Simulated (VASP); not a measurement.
# LaGa2Os2 (Imma) in VASP: further runs, part 2 of 2

VASP 6.6.1.

### 4 Single point, LDA

The input, INCAR:

```
  PREC = Accurate
  ENCUT = 520
  EDIFF = 1E-7
  ISMEAR = 1
  SIGMA = 0.0526
  LREAL = False
  LASPH = True
  NELM = 100
  ALGO = Normal
  ISIF = 2
  LWAVE = False
  LCHARG = False
  GGA = CA
  NBANDS = 64
```

The input, KPOINTS:

```
Automatic mesh
0
Gamma
  4 4 4
```

The input, POSCAR:

```
LaGa2Os2
1.0
    0.0000000000      4.2187830000      0.0000000000
    4.3110310000      0.0000000000      0.0000000000
    2.1555150000      2.1093920000    -10.7058290000
Ga Os La
4 4 2
Direct
    0.6060000000      0.3560000000      0.2880000000
    0.3940000000      0.6440000000      0.7120000000
    0.7160000000      0.4660000000      0.0680000000
    0.2840000000      0.5340000000      0.9320000000
    0.9629000000      0.7129000000      0.5742000000
    0.0371000000      0.2871000000      0.4258000000
    0.4619000000      0.2119000000      0.5762000000
    0.5381000000      0.7881000000      0.4238000000
    0.1650000000      0.9150000000      0.1700000000
    0.8350000000      0.0850000000      0.8300000000
```

Potentials or basis: VASP PAW LDA potentials, release 64 (Ga_d, Os, La).

Started as:

```sh
$ cat potpaw_LDA.64/Ga_d/POTCAR potpaw_LDA.64/Os/POTCAR potpaw_LDA.64/La/POTCAR > POTCAR
$ mpirun -np 1 vasp_std > vasp.out
```

OUTCAR:

```text
PREC = Accurate
   ENCUT = 520
   EDIFF = 1E-7
   ISMEAR = 1
   LREAL = False
   LASPH = True
   NELM = 100
   ISIF = 2
   GGA = CA

 ion  position               nearest neighbor table
   1  0.606  0.356  0.288-   3 2.36   6 2.57   6 2.57   8 2.60   8 2.60   7 3.09   9 3.27   9 3.27
                             9 3.27   9 3.27
   2  0.394  0.644  0.712-   4 2.36   5 2.57   5 2.57   7 2.60   7 2.60   8 3.09  10 3.27  10 3.27
                            10 3.27  10 3.27
   3  0.716  0.466  0.068-   1 2.36   4 2.56   4 2.56   9 3.21   9 3.21   9 3.21   9 3.21
   4  0.284  0.534  0.932-   2 2.36   3 2.56   3 2.56  10 3.21  10 3.21  10 3.21  10 3.21
   5  0.963  0.713  0.574-   2 2.57   2 2.57   8 2.65   8 2.65   6 2.68   6 2.68   7 3.02   7 3.02
                             7 3.02   7 3.02  10 3.49  10 3.49
   6  0.037  0.287  0.426-   1 2.57   1 2.57   7 2.65   7 2.65   5 2.68   5 2.68   8 3.02   8 3.02
                             8 3.02   8 3.02   9 3.49   9 3.49
   7  0.462  0.212  0.576-   2 2.60   2 2.60   6 2.65   6 2.65   8 2.70   8 2.70   5 3.02   5 3.02
                             5 3.02   5 3.02   1 3.09  10 3.44  10 3.44
   8  0.538  0.788  0.424-   1 2.60   1 2.60   5 2.65   5 2.65   7 2.70   7 2.70   6 3.02   6 3.02
                             6 3.02   6 3.02   2 3.09   9 3.44   9 3.44
   9  0.165  0.915  0.170-   3 3.21   3 3.21   3 3.21   3 3.21   1 3.27   1 3.27   1 3.27   1 3.27
                             8 3.44   8 3.44   6 3.49   6 3.49
  10  0.835  0.085  0.830-   4 3.21   4 3.21   4 3.21   4 3.21   2 3.27   2 3.27   2 3.27   2 3.27
                             7 3.44   7 3.44   5 3.49   5 3.49

  LATTYP: Found a body centered orthorhombic cell.
 ALAT       =     4.2187830000
 B/A-ratio  =     1.0218660216
 C/A-ratio  =     5.0753162701

  Lattice vectors:

 A1 = (   2.1555160000,   2.1093910000,  10.7058290000)
 A2 = (  -2.1555150000,  -2.1093920000,  10.7058290000)
 A3 = (   2.1555150000,  -2.1093910000, -10.7058290000)

Analysis of symmetry for initial positions (statically):
=====================================================================
 Subroutine PRICEL returns:
 Original cell was already a primitive cell.

 Routine SETGRP: Setting up the symmetry group for a
 body centered orthorhombic supercell.

 Subroutine GETGRP returns: Found  8 space group operations
 (whereof  4 operations were pure point group operations)
 out of a pool of  8 trial point group operations.

The static configuration has the point symmetry C_2h.
 The point group associated with its full space group is D_2h.

Analysis of symmetry for dynamics (positions and initial velocities):
=====================================================================
 Subroutine PRICEL returns:
 Original cell was already a primitive cell.

 Routine SETGRP: Setting up the symmetry group for a
 body centered orthorhombic supercell.

 Subroutine GETGRP returns: Found  8 space group operations
 (whereof  4 operations were pure point group operations)
 out of a pool of  8 trial point group operations.

The dynamic configuration has the point symmetry C_2h.
 The point group associated with its full space group is D_2h.

 Subroutine INISYM returns: Found  8 space group operations
 (whereof  4 operations are pure point group operations),
 and found     1 'primitive' translations

----------------------------------------------------------------------------------------

                                     Primitive cell

  volume of cell :     194.7102
[... 82 lines left out ...]
   total plane-waves  NPLWV =  86016
   dimension x,y,z NGX =    32 NGY =   32 NGZ =   84
   dimension x,y,z NGXF=    64 NGYF=   64 NGZF=  168
   ions per type =               4   4   2
   NGX,Y,Z   is equivalent  to a cutoff of  12.61, 12.34, 12.56 a.u.
   NGXF,Y,Z  is equivalent  to a cutoff of  25.22, 24.68, 25.11 a.u.
 SYSTEM =  unknown system
   PREC   = accura    normal or accurate (medium, high low for compatibility)
   ISTART =      0    job   : 0-new  1-cont  2-samecut
   ICHARG =      2    charge: 1-file 2-atom 10-const
   ISPIN  =      1    spin polarized calculation?
   LNONCOLLINEAR =      F non collinear calculations
   LSORBIT =      F    spin-orbit coupling
   LASPH  =      T    aspherical Exc in radial PAW
   ENCUT  =  520.0 eV  38.22 Ry    6.18 a.u.   7.84  8.02 20.68*2*pi/ulx,y,z
   NELM   =    100;   NELMIN=  2; NELMDL= -5     # of ELM steps
   EDIFF  = 0.1E-06   stopping-criterion for ELM
   LREAL  =      F    real-space projection
   EDIFFG = 0.1E-05   stopping-criterion for IOM
   NSW    =      0    number of steps for IOM
   IBRION =     -1    ionic relax: 0-MD 1-quasi-New 2-CG
   NFREE  =      0    steps in history (QN), initial steepest desc. (CG)
   ISIF   =      2    stress and relaxation
   ISYM   =      2    0-nonsym 1-usesym 2-fastsym
   POTIM  = 0.5000    time-step for ionic-motion
   TEBEG  =    0.0;   TEEND  =   0.0 temperature during run
   PSTRESS=    0.0 pullay stress
   NELECT =     106.0000    total number of electrons
   NUPDOWN=      -1.0000    fix difference up-down
   EMIN   =  10.00;   EMAX   =-10.00  energy-range for DOS
   EFERMI =   0.00;   METHOD = LEGACY
   ISMEAR =     1;   SIGMA  =   0.05  broadening in eV -4-tet -1-fermi 0-gaus
   EFERMI_NEDOS =   21; number of points for ismear=-14 and -15
   IALGO  =     38    algorithm
   IMIX   =      4    mixing-type and parameters
     AMIX     =   0.40;   BMIX     =  1.00
     AMIX_MAG =   1.60;   BMIX_MAG =  1.00
  volume/ion in A,a.u.               =      19.47       131.40
  Fermi-wavevector in a.u.,A,eV,Ry     =   1.336741  2.526074 24.311928  1.786876
  Thomas-Fermi vector in A             =   2.465344
   LORBIT       =      0    0 simple, 1 ext, 2 COOP (PROOUT), +10 PAW based schemes
   GGA     = CA    functional components
   LHFCALC =     F    Hartree Fock is set to
   AEXX    =    0.0000 exact exchange contribution
   IVDW    =     0    specifies the selected vdW correction
   LEPSILON=     F    determine dielectric tensor
   LRPA    =     F    only Hartree local field effects (RPA)
 non-spin polarized calculation
 Methfessel and Paxton  Order N= 1 SIGMA  =   0.05
  energy-cutoff  :      520.00
  volume of cell :      194.71
 maximum number of plane-waves:      5264
   NGX = 15   NGY = 17   NGZ = 41

 number of electron     105.9999978 magnetization

 Free energy of the ion-electron system (eV)
  ---------------------------------------------------
  ext. energy  EPLUGINS =         0.00000000
  ---------------------------------------------------
  free energy    TOTEN  =       -78.81799968 eV

  energy without entropy =      -78.81901267  energy(sigma->0) =      -78.81833734

 E-fermi :   7.1529     XC(G=0): -11.8807

 val. band max:        7.1468330967   @ k =   0.0000   0.0000   0.5000
 cond. band min:       7.1579582146   @ k =   0.2500   0.0000   0.0000
 fundamental gap:      0.0111251179
 Fermi energy:         7.1529269474

 k-point     1 :       0.0000    0.0000    0.0000
  band No.  band energies     occupation
      1     -24.8332      2.00000
      2     -24.8146      2.00000
      3      -8.7780      2.00000
      4      -8.6198      2.00000
      5      -8.6177      2.00000
      6      -8.5648      2.00000
[... 1195 lines left out ...]
     63       9.4815      0.00000
     64       9.4925      0.00000

------------------------ aborting loop because EDIFF is reached ----------------------------------------

  FORCE on cell =-STRESS in cart. coord.  units (eV):
  Direction    XX          YY          ZZ          XY          YZ          ZX
  --------------------------------------------------------------------------------------
  -------------------------------------------------------------------------------------
  Total      -20.2173662    -17.9563265     -4.3330568      0.0000000      0.0000002     -0.0000002
  in kB     -166.3590856   -147.7540661    -35.6546623      0.0000000      0.0000017     -0.0000017
  external PRESSURE =    -116.5892713 kB  Pullay stress =       0.0000000 kB

 VOLUME and BASIS-vectors are now :
 -----------------------------------------------------------------------------
  energy-cutoff  :      520.00
  volume of cell :      194.71
      direct lattice vectors                 reciprocal lattice vectors
     0.000000000  4.218783000  0.000000000     0.000000000  0.237035183  0.046703541
     4.311031000  0.000000000  0.000000000     0.231963073  0.000000000  0.046703519
     2.155515000  2.109392000-10.705829000     0.000000000  0.000000000 -0.093407059

 POSITION                                       TOTAL-FORCE (eV/Angst)
 -----------------------------------------------------------------------------------
      2.15552      3.16409     -3.08328        -0.000000      0.000000     -0.412645
      4.31103      3.16409     -7.62255         0.000000     -0.000000      0.412645
      2.15552      3.16409     -0.72800         0.000000     -0.000000      1.818443
      4.31103      3.16409     -9.97783        -0.000000      0.000000     -1.818443
      4.31103      5.27348     -6.14729         0.000000     -0.000000      1.872290
      2.15552      1.05470     -4.55854        -0.000000      0.000000     -1.872290
      2.15552      3.16409     -6.16870         0.000000     -0.000000      1.431563
      4.31103      3.16409     -4.53713        -0.000000      0.000000     -1.431563
      4.31103      1.05470     -1.81999        -0.000000      0.000000     -0.956707
      2.15552      5.27348     -8.88584         0.000000     -0.000000      0.956707
 -----------------------------------------------------------------------------------
    total drift:                               -0.000000     -0.000000      0.000000

  FREE ENERGIE OF THE ION-ELECTRON SYSTEM (eV)
  ---------------------------------------------------
  free  energy   TOTEN  =       -78.8179996775 eV

  energy  without entropy=      -78.8190126732  energy(sigma->0) =      -78.81833734
```

It took 5.7 min on 1 thread of Intel Xeon Platinum 8488C (Sapphire Rapids), shared host; peak memory 0.36 GiB.

What came out:

- Free energy: -78.8180 eV
- Pressure: -11.7 GPa
- Largest force: 1.872 eV/Å
- Band gap on the k mesh: zero (bands 53 and 54 overlap by 0.78 eV)

Forces on the atoms (eV/Å):
```
Ga   0.000  0.000 -0.413
Ga   0.000  0.000  0.413
Ga   0.000  0.000  1.818
Ga   0.000  0.000 -1.818
Os   0.000  0.000  1.872
Os   0.000  0.000 -1.872
Os   0.000  0.000  1.432
Os   0.000  0.000 -1.432
La   0.000  0.000 -0.957
La   0.000  0.000  0.957
```

Levels at points of the mesh, in eV from the Fermi level:
```
           k point  band 51  band 52  band 53  band 54  band 55  band 56
(0.00, 0.00, 0.00)    -0.07     0.05     0.52     0.84     0.90     0.99
(0.50, 0.00, 0.00)    -0.44    -0.40    -0.20    -0.16     0.38     0.83
(0.00, 0.50, 0.00)    -0.52    -0.44    -0.13     0.18     0.50     0.84
(0.50, 0.50, 0.00)    -0.56    -0.56    -0.06    -0.06     1.03     1.03
(0.00, 0.00, 0.50)    -0.01     0.20     0.25     0.72     0.92     0.97
```

Caveat: the k points lie up to 0.38 Å⁻¹ apart, too coarse for converged energies and pressures of a metal; spin-orbit coupling is left out, which moves the levels of the heavy elements; forces of over 1 eV/Å act on the atoms, so gaps and moduli don't describe the material at rest.

### 5 Overview

```csv
level,potentials or basis,gap on the mesh (eV),pressure (GPa),largest force (eV/Å)
PBE,"VASP PAW PBE potentials, release 64 (Ga_d, Os, La)",none,-3.3,1.94
PBE+D3(BJ),"VASP PAW PBE potentials, release 64 (Ga_d, Os, La)",none,-7.1,1.93
LDA,"VASP PAW LDA potentials, release 64 (Ga_d, Os, La)",none,-11.7,1.87
```

Alike in all rows: task single point; no spin polarisation; cell as given; k mesh 4 × 4 × 4; cutoff (eV) 520; smearing methfessel-paxton 0.0526 eV.

Caveats: all runs use coarse meshes; spin-orbit coupling is left out, which moves the levels of the heavy elements; forces of over 1 eV/Å act on the atoms, so gaps and moduli don't describe the material at rest; three body term missing (at least some runs).

Total energies depend on the potentials used, so only differences within one code and one set of settings carry meaning.

The gap in the log of VASP goes by the Fermi energy; the results here count the filled bands.